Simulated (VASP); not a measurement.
# Fe in VASP: notebook

The runs below take Fe through single point, relaxation of cell and atoms, with PBE.

Everything below comes from runs of VASP 6.6.1. Logs are shortened: lines on timing, memory, paths and dates and some standing lists are left out, and cuts for length are marked.

## 1. The cell of the first run

The typed cell holds 2 atoms: a = 2.451 Å, b = 2.451 Å, c = 4.005 Å, α = 90.00°, β = 90.00°, γ = 70.57°.

## 2. Single point, PBE, collinear spin, ferromagnetic start

Contents of INCAR:

```
SYSTEM = Fe
PREC = Accurate
ENCUT = 600
EDIFF = 1E-6
ISMEAR = 0
SIGMA = 0.1
LREAL = .FALSE.
LASPH = .TRUE.
NELM = 200
ALGO = Normal
ISIF = 2
LWAVE = .FALSE.
LCHARG = .FALSE.
ISPIN = 2
MAGMOM = 2.43 2.43
LORBIT = 11
LMAXMIX = 4
GGA = PE
NBANDS = 19
GGA_COMPAT = .FALSE.
```

Contents of KPOINTS:

```
Automatic mesh
0
G
  18 18 10
  0 0 0
```

Contents of POSCAR:

```
Fe
1.0
    2.4420361198     -0.2095860174     -0.0021629669
    1.0100675803      2.2331576997     -0.0007645166
    0.0035278712     -0.0002246349      4.0048090641
Fe
2
Direct
    0.7500000000      0.7500000000      0.7500000000
    0.2500000000      0.2500000000      0.2500000000
```

Potentials or basis: VASP PAW PBE potentials, release 64 (Fe).

Run with:

```sh
$ cat potpaw_PBE.64/Fe/POTCAR > POTCAR
$ mpirun -np 1 vasp_std > vasp.out
```

OUTCAR:

```text
SYSTEM = Fe
   PREC = Accurate
   ENCUT = 600
   EDIFF = 1E-6
   ISMEAR = 0
   LREAL = .FALSE.
   LASPH = .TRUE.
   NELM = 200
   ISIF = 2
   ISPIN = 2
   LORBIT = 11
   GGA = PE

 ion  position               nearest neighbor table
   1  0.750  0.750  0.750-   2 2.45   2 2.45   2 2.45   2 2.45   2 2.83   2 2.83   2 2.83   2 2.83

   2  0.250  0.250  0.250-   1 2.45   1 2.45   1 2.45   1 2.45   1 2.83   1 2.83   1 2.83   1 2.83

  LATTYP: Found a simple monoclinic cell.
 ALAT       =     2.4509652003
 B/A-ratio  =     1.6339728625
 C/A-ratio  =     1.0000200568
 COS(beta)  =    -0.3326898284

  Lattice vectors:

 A1 = (   1.0100675803,   2.2331576997,  -0.0007645166)
 A2 = (  -0.0035278712,   0.0002246349,  -4.0048090641)
 A3 = (  -2.4420361198,   0.2095860174,   0.0021629669)

Analysis of symmetry for initial positions (statically):
=====================================================================
 Subroutine PRICEL returns following result:

  LATTYP: Found a base centered monoclinic cell.
 ALAT       =     2.8315248050
 B/A-ratio  =     1.4143653685
 C/A-ratio  =     0.8655990567
 COS(beta)  =    -0.5776172792

  Lattice vectors:
[... 7 lines left out ...]
 Routine SETGRP: Setting up the symmetry group for a
 simple monoclinic supercell.

 Subroutine GETGRP returns: Found  4 space group operations
 (whereof  2 operations were pure point group operations)
 out of a pool of  4 trial point group operations.

The static configuration has the point symmetry S_2 .
 The point group associated with its full space group is C_2h.

Analysis of symmetry for dynamics (positions and initial velocities):
=====================================================================
 Subroutine PRICEL returns following result:

  LATTYP: Found a base centered monoclinic cell.
 ALAT       =     2.8315248050
 B/A-ratio  =     1.4143653685
 C/A-ratio  =     0.8655990567
 COS(beta)  =    -0.5776172792

  Lattice vectors:
[... 7 lines left out ...]
 Routine SETGRP: Setting up the symmetry group for a
 simple monoclinic supercell.

 Subroutine GETGRP returns: Found  4 space group operations
 (whereof  2 operations were pure point group operations)
 out of a pool of  4 trial point group operations.

The dynamic configuration has the point symmetry S_2 .
 The point group associated with its full space group is C_2h.

Analysis of structural, dynamic, and magnetic symmetry:
=====================================================================
 Subroutine PRICEL returns following result:

  LATTYP: Found a base centered monoclinic cell.
 ALAT       =     2.8315248050
 B/A-ratio  =     1.4143653685
 C/A-ratio  =     0.8655990567
 COS(beta)  =    -0.5776172792

  Lattice vectors:
[... 7 lines left out ...]
 Routine SETGRP: Setting up the symmetry group for a
 simple monoclinic supercell.

 Subroutine GETGRP returns: Found  4 space group operations
 (whereof  2 operations were pure point group operations)
 out of a pool of  4 trial point group operations.

The overall configuration has the point symmetry S_2 .
 The point group associated with its full space group is C_2h.

 Subroutine INISYM returns: Found  4 space group operations
 (whereof  2 operations are pure point group operations),
 and found     2 'primitive' translations

----------------------------------------------------------------------------------------

                                     Primitive cell

  volume of cell :      11.3439

  direct lattice vectors                    reciprocal lattice vectors
     0.717748205 -1.221484176  2.001705307     0.394411958 -0.178308995  0.249342352
     0.714220334 -1.221259541 -2.003103757     0.393972033 -0.178280983 -0.250056848
     1.010067580  2.233157700 -0.000764517     0.431187672  0.252768102 -0.000365659

  length of vectors
     2.452347898  2.452347898  2.450965200     0.499526274  0.499526274  0.499814621

  position of ions in fractional coordinates (direct lattice)
     0.500000000  1.000000000  0.500000000

  ion indices of the primitive-cell ions
   primitive index   ion index
                 1           1

----------------------------------------------------------------------------------------

 KPOINTS: Automatic mesh

Automatic generation of k-mesh.
 Grid dimensions read from file:
 generate k-points for:   18   18   10

 Generating k-lattice:

  Cartesian coordinates                     Fractional coordinates (reciprocal lattice)
     0.021899555 -0.009905277 -0.000019847     0.055555556 -0.000000000  0.000000000
     0.002055315  0.023947949 -0.000000467    -0.000000000  0.055555556 -0.000000000
     0.000021996 -0.000001401  0.024969960     0.000000000  0.000000000  0.100000000

  Length of vectors
     0.024035504  0.024035986  0.024969970

  Shift w.r.t. Gamma in fractional coordinates (k-lattice)
     0.000000000  0.000000000  0.000000000

 Subroutine IBZKPT returns following result:
 ===========================================

 Found    984 irreducible k-points:

 Following reciprocal coordinates:
            Coordinates               Weight
  0.000000  0.000000  0.000000      1.000000
  0.055556 -0.000000  0.000000      2.000000
  0.111111 -0.000000  0.000000      2.000000
  0.166667 -0.000000  0.000000      2.000000
  0.222222 -0.000000  0.000000      2.000000
  0.277778 -0.000000  0.000000      2.000000
[... 16 lines left out ...]
 -0.333333  0.055556 -0.000000      2.000000
 -0.277778  0.055556 -0.000000      2.000000
 [... further k-points ...]
   k-points           NKPTS =    984   k-points in BZ     NKDIM =    984   number of bands    NBANDS=     19
   number of dos      NEDOS =    301   number of ions     NIONS =      2
   total plane-waves  NPLWV =  12800
   dimension x,y,z NGX =    20 NGY =   20 NGZ =   32
   dimension x,y,z NGXF=    40 NGYF=   40 NGZF=   64
   ions per type =               2
   NGX,Y,Z   is equivalent  to a cutoff of  13.57, 13.57, 13.28 a.u.
   NGXF,Y,Z  is equivalent  to a cutoff of  27.13, 27.13, 26.57 a.u.
 SYSTEM =  Fe
   PREC   = accura    normal or accurate (medium, high low for compatibility)
   ISTART =      0    job   : 0-new  1-cont  2-samecut
   ICHARG =      2    charge: 1-file 2-atom 10-const
   ISPIN  =      2    spin polarized calculation?
   LNONCOLLINEAR =      F non collinear calculations
   LSORBIT =      F    spin-orbit coupling
   LASPH  =      T    aspherical Exc in radial PAW
   ENCUT  =  600.0 eV  44.10 Ry    6.64 a.u.   4.90  4.90  8.00*2*pi/ulx,y,z
   NELM   =    200;   NELMIN=  2; NELMDL= -5     # of ELM steps
   EDIFF  = 0.1E-05   stopping-criterion for ELM
   LREAL  =      F    real-space projection
   EDIFFG = 0.1E-04   stopping-criterion for IOM
   NSW    =      0    number of steps for IOM
   IBRION =     -1    ionic relax: 0-MD 1-quasi-New 2-CG
   NFREE  =      0    steps in history (QN), initial steepest desc. (CG)
   ISIF   =      2    stress and relaxation
   ISYM   =      2    0-nonsym 1-usesym 2-fastsym
   POTIM  = 0.5000    time-step for ionic-motion
   TEBEG  =    0.0;   TEEND  =   0.0 temperature during run
   PSTRESS=    0.0 pullay stress
   NELECT =      16.0000    total number of electrons
   NUPDOWN=      -1.0000    fix difference up-down
   EMIN   =  10.00;   EMAX   =-10.00  energy-range for DOS
   EFERMI =   0.00;   METHOD = LEGACY
   ISMEAR =     0;   SIGMA  =   0.10  broadening in eV -4-tet -1-fermi 0-gaus
   EFERMI_NEDOS =   21; number of points for ismear=-14 and -15
   IALGO  =     38    algorithm
   IMIX   =      4    mixing-type and parameters
     AMIX     =   0.40;   BMIX     =  1.00
     AMIX_MAG =   1.60;   BMIX_MAG =  1.00
  volume/ion in A,a.u.               =      11.34        76.55
  Fermi-wavevector in a.u.,A,eV,Ry     =   1.457193  2.753695 28.890760  2.123411
  Thomas-Fermi vector in A             =   2.574023
   LORBIT       =     11    0 simple, 1 ext, 2 COOP (PROOUT), +10 PAW based schemes
   GGA     = PE    functional components
   LHFCALC =     F    Hartree Fock is set to
   AEXX    =    0.0000 exact exchange contribution
   IVDW    =     0    specifies the selected vdW correction
   LEPSILON=     F    determine dielectric tensor
   LRPA    =     F    only Hartree local field effects (RPA)
 spin polarized calculation
 Gauss-broadening in eV      SIGMA  =   0.10
  energy-cutoff  :      600.00
  volume of cell :       22.69
 maximum number of plane-waves:       774
   NGX =  9   NGY =  9   NGZ = 15

 number of electron      16.0000003 magnetization       4.3544330

 Free energy of the ion-electron system (eV)
  ---------------------------------------------------
  ext. energy  EPLUGINS =         0.00000000
  ---------------------------------------------------
  free energy    TOTEN  =       -16.49089922 eV

  energy without entropy =      -16.48145811  energy(sigma->0) =      -16.48617867

 E-fermi :   5.8398     XC(G=0): -13.1255

 val. band max:        5.8389246952   @ k =  -0.3889   0.3889   0.2000
 cond. band min:       5.8400912347   @ k =  -0.4444   0.3889  -0.0000
 fundamental gap:      0.0011665395
 Fermi energy:         5.8398166908

 spin component 1

 k-point     1 :       0.0000    0.0000    0.0000
  band No.  band energies     occupation
      1      -2.6022      1.00000
      2       0.9124      1.00000
      3       2.4526      1.00000
      4       3.5360      1.00000
      5       3.5392      1.00000
      6       3.5399      1.00000
[... 11 lines left out ...]
     18      30.8701      0.00000
     19      30.8896      0.00000
[... 491 lines left out ...]
      5       3.1658      1.00000
      6       3.2589      1.00000
[... 11 lines left out ...]
     18      29.6601      0.00000
     19      30.3030      0.00000

 [... further k-points ...]

 spin component 2

 k-point     1 :       0.0000    0.0000    0.0000
  band No.  band energies     occupation
      1      -2.4358      1.00000
      2       2.1818      1.00000
      3       4.1398      1.00000
      4       5.4209      1.00000
      5       5.4312      1.00000
      6       5.4376      1.00000
[... 11 lines left out ...]
     18      30.6194      0.00000
     19      30.6383      0.00000
[... 491 lines left out ...]
      5       5.0252      1.00000
      6       5.0285      1.00000
[... 11 lines left out ...]
     18      29.8712      0.00000
     19      30.8456      0.00000

 [... further k-points ...]

------------------------ aborting loop because EDIFF is reached ----------------------------------------

  FORCE on cell =-STRESS in cart. coord.  units (eV):
  Direction    XX          YY          ZZ          XY          YZ          ZX
  --------------------------------------------------------------------------------------
  -------------------------------------------------------------------------------------
  Total       -0.0424562     -0.0355662     -0.0368942     -0.0055106      0.0000049      0.0000046
  in kB       -2.9981855     -2.5116235     -2.6054087     -0.3891492      0.0003482      0.0003242
  external PRESSURE =      -2.7050726 kB  Pullay stress =       0.0000000 kB

 VOLUME and BASIS-vectors are now :
 -----------------------------------------------------------------------------
  energy-cutoff  :      600.00
  volume of cell :       22.69
      direct lattice vectors                 reciprocal lattice vectors
     2.442036120 -0.209586017 -0.002162967     0.394191995 -0.178294989 -0.000357248
     1.010067580  2.233157700 -0.000764517     0.036995676  0.431063091 -0.000008411
     0.003527871 -0.000224635  4.004809064     0.000219963 -0.000014006  0.249699600

 POSITION                                       TOTAL-FORCE (eV/Angst)
 -----------------------------------------------------------------------------------
      2.59172      1.51751      3.00141        -0.000000      0.000000      0.000000
      0.86391      0.50584      1.00047         0.000000     -0.000000     -0.000000
 -----------------------------------------------------------------------------------
    total drift:                                0.000000      0.000000     -0.000000

  FREE ENERGIE OF THE ION-ELECTRON SYSTEM (eV)
  ---------------------------------------------------
  free  energy   TOTEN  =       -16.4908992242 eV

  energy  without entropy=      -16.4814581102  energy(sigma->0) =      -16.48617867

 total charge

# of ion       s       p       d       tot
------------------------------------------
    1        0.488   0.542   6.242   7.271
    2        0.488   0.542   6.242   7.271
--------------------------------------------------
tot          0.976   1.084  12.483  14.543

 magnetization (x)

# of ion       s       p       d       tot
------------------------------------------
    1       -0.013  -0.055   2.243   2.174
    2       -0.013  -0.055   2.243   2.174
--------------------------------------------------
tot         -0.027  -0.110   4.485   4.349
```

Run time: 8.5 min. Hardware: 1 thread of Intel Xeon Platinum 8375C at 2.90GHz (Ice Lake), shared host; peak memory 0.74 GiB.

What came out:

```
Free energy                                           : -16.4909 eV
Pressure                                              : -0.3 GPa
Net moment                                            : 4.35 μB per cell
Site moments                                          : Fe +2.17 μB
Valence electrons inside the program's atomic spheres : Fe 7.27
```

Levels at points of the mesh, in eV from the Fermi level:
Spin up:
| k point | band 6 | band 7 | band 8 | band 9 | band 10 | band 11 | band 12 | band 13 | band 14 | band 15 |
| --- | --- | --- | --- | --- | --- | --- | --- | --- | --- | --- |
| (0.00, 0.00, 0.00) | -2.30 | -1.09 | -1.09 | -1.02 | -0.90 | 0.39 | 0.51 | 7.36 | 18.38 | 20.25 |
| (0.50, 0.00, 0.00) | -2.69 | -1.13 | -1.13 | -0.69 | -0.69 | 2.34 | 2.34 | 11.04 | 11.04 | 11.98 |
| (0.00, 0.50, 0.00) | -2.69 | -1.13 | -1.13 | -0.69 | -0.69 | 2.34 | 2.34 | 11.04 | 11.04 | 11.98 |
| (0.50, 0.50, 0.00) | -0.91 | 0.12 | 0.12 | 0.13 | 0.40 | 0.53 | 7.38 | 9.94 | 9.95 | 9.95 |
| (0.00, 0.00, 0.50) | -2.44 | -1.25 | -1.25 | -1.07 | -1.07 | -1.02 | -1.02 | 15.82 | 15.82 | 21.26 |
| (0.50, 0.00, 0.50) | -1.02 | -0.90 | -0.90 | 0.39 | 0.39 | 0.52 | 0.52 | 7.37 | 7.37 | 18.38 |
| (0.00, 0.50, 0.50) | -1.02 | -0.90 | -0.90 | 0.39 | 0.39 | 0.52 | 0.52 | 7.37 | 7.37 | 18.38 |
| (0.50, 0.50, 0.50) | -1.92 | -1.30 | -1.30 | 0.26 | 0.26 | 5.16 | 5.16 | 7.91 | 7.91 | 13.83 |
Spin down:
```
           k point  band 4  band 5  band 6  band 7  band 8  band 9
(0.00, 0.00, 0.00)   -0.42   -0.41   -0.40    0.62    1.51    1.65
(0.50, 0.00, 0.00)   -1.69   -1.25   -1.25    1.34    1.34    1.91
(0.00, 0.50, 0.00)   -1.69   -1.25   -1.25    1.34    1.34    1.91
(0.50, 0.50, 0.00)   -1.69    0.63    1.51    1.91    2.29    2.29
(0.00, 0.00, 0.50)   -1.09   -0.72   -0.72    0.94    0.94    1.31
(0.50, 0.00, 0.50)   -1.69    0.62    0.62    1.50    1.50    1.91
(0.00, 0.50, 0.50)   -1.69    0.62    0.62    1.50    1.50    1.91
(0.50, 0.50, 0.50)   -1.98   -0.09   -0.09    0.69    0.69    2.44
```

## 3. Relaxation of cell and atoms, PBE, collinear spin, ferromagnetic start

This run uses another cell than the first one: it holds 1 atom, not 2.

Contents of INCAR:

```
SYSTEM = Fe
ALGO = Normal
EDIFF = 1E-7
EDIFFG = -0.01
ENCUT = 600
GGA = PE
IBRION = 2
ISIF = 3
ISMEAR = 0
ISPIN = 2
LASPH = .TRUE.
LCHARG = .FALSE.
LMAXMIX = 4
LORBIT = 11
LREAL = .FALSE.
LWAVE = .FALSE.
MAGMOM = 2.48
NELM = 150
NSW = 100
PREC = Accurate
SIGMA = 0.1
```

Contents of KPOINTS:

```
k-points
0
G
  28 28 28
  0 0 0
```

Contents of POSCAR:

```
Fe
1.0
   -1.4166791413      1.4166791413      1.4166791413
    1.4166791413     -1.4166791413      1.4166791413
    1.4166791413      1.4166791413     -1.4166791413
Fe
1
Direct
    0.0000000000      0.0000000000      0.0000000000
```

Potentials or basis: VASP PAW PBE potentials, release 64 (Fe).

Run with:

```sh
$ cat potpaw_PBE.64/Fe/POTCAR > POTCAR
$ mpirun -np 1 vasp_std > vasp.out
```

Wall time 1.8 min (1 thread of Intel Xeon 6975P-C (Granite Rapids), shared host); peak memory 0.26 GiB.

Results (log left out):

* Free energy: -8.2447 eV
* Relaxed volume: 11.34 Å³/atom
* Relaxed cell: a = 2.452 Å, b = 2.452 Å, c = 2.452 Å, α = 109.47°, β = 109.47°, γ = 109.47°
* Space group after relaxing (to 0.1 Å): Im-3m (No. 229)
* Energy gained by relaxing: 0.0 meV/atom
* Ionic steps: 3
* Pressure after relaxing: 0.0 GPa
* Net moment: 2.19 μB per cell
* Site moments: Fe +2.18 μB
* Valence electrons inside the program's atomic spheres: Fe 7.27

Final structure:
```cif
data_structure
_symmetry_space_group_name_H-M 'P 1'
_symmetry_Int_Tables_number 1
_cell_length_a 2.4516
_cell_length_b 2.4516
_cell_length_c 2.4516
_cell_angle_alpha 109.471
_cell_angle_beta 109.471
_cell_angle_gamma 109.471
_cell_volume 11.34
loop_
_atom_site_label
_atom_site_type_symbol
_atom_site_fract_x
_atom_site_fract_y
_atom_site_fract_z
_atom_site_occupancy
Fe1 Fe 0.00000 0.00000 0.00000 1
```

Levels at points of the mesh, in eV from the Fermi level:
Spin up:
```tsv
k point	band 2	band 3	band 4	band 5	band 6	band 7	band 8	band 9
(0.00, 0.00, 0.00)	-2.31	-2.31	-2.31	-1.09	-1.09	25.04	25.04	25.04
(0.50, 0.00, 0.00)	-3.39	-1.02	-0.90	0.39	0.52	7.37	18.38	20.25
(0.50, 0.50, 0.50)	-4.86	0.12	0.12	0.12	9.95	9.95	9.95	15.66
```
Spin down:
| k point | band 1 | band 2 | band 3 | band 4 | band 5 | band 6 |
| --- | --- | --- | --- | --- | --- | --- |
| (0.00, 0.00, 0.00) | -8.27 | -0.40 | -0.40 | -0.40 | 1.66 | 1.66 |
| (0.50, 0.00, 0.00) | -3.65 | -1.68 | 0.63 | 1.51 | 1.92 | 2.60 |
| (0.50, 0.50, 0.50) | -3.04 | -3.04 | 2.30 | 2.30 | 2.30 | 10.22 |
